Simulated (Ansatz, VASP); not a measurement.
## One calculation of TiAl, two programs

Contents of INCAR:

```
PREC = Accurate
ENCUT = 520
EDIFF = 1E-6
ISMEAR = 0
SIGMA = 0.15
LREAL = False
LASPH = True
NELM = 100
ALGO = Normal
ISIF = 2
LWAVE = False
LCHARG = False
GGA = PE
NBANDS = 14
```

Contents of KPOINTS:

```
regular mesh
0
Gamma
  16 16 16
```

File POSCAR:

```
TiAl
1.0
    2.9247388800      0.0000000000      0.0000000000
    0.0000000000      2.9247388800      0.0000000000
    0.0000000000      0.0000000000      2.9247388800
Ti Al
1 1
Direct
    0.0000000000      0.0000000000      0.0000000000
    0.5000000000      0.5000000000      0.5000000000
```

Input for Ansatz:

```yaml
crystal:
  lattice:
    - [2.92473888, 0.0, 0.0]
    - [0.0, 2.92473888, 0.0]
    - [0.0, 0.0, 2.92473888]
  atoms:
    - { symbol: Ti, position: [0.0, 0.0, 0.0] }
    - { symbol: Al, position: [0.5, 0.5, 0.5] }
basis:
  ecutwfc: 420
kpoints:
  mp_grid: { grid: [16, 16, 16] }
hamiltonian:
  xc: pbe
scf:
  occupations: { method: gaussian, width: 0.15 }
output:
  forces: true
  stress: true
  eigenvalues: true
```

Change from the starting cell: strain -0.080 along x and y, -0.080 along z, atoms carried along.

Alike in both runs: task single point; functional PBE; k mesh 16 × 16 × 16; occupations gaussian, width 0.15 eV; no spin polarisation.

|  | VASP | Ansatz |
| --- | --- | --- |
| version | VASP 6.6.1 | Ansatz 0.2.0 |
| potentials or method | VASP PAW PBE potentials, release 64 (Ti_sv, Al), cutoff 520 eV | scalar-relativistic, plane waves, PAW |
| valence electrons in the cell | 15 | 15 |

VASP gave:

| Property | Result |
| --- | --- |
| gap on the k mesh at the Fermi level (eV) | none |
| pressure (GPa) | 47.2 |

Problem. What did Ansatz give for the same quantities?

Solution. gap on the k mesh at the Fermi level (eV): none; pressure (GPa): 47.4.

A gap of «none» marks a metal or a gap that the smearing closes. Both programs put the cell under a high pressure, so it lies far from rest at this level.
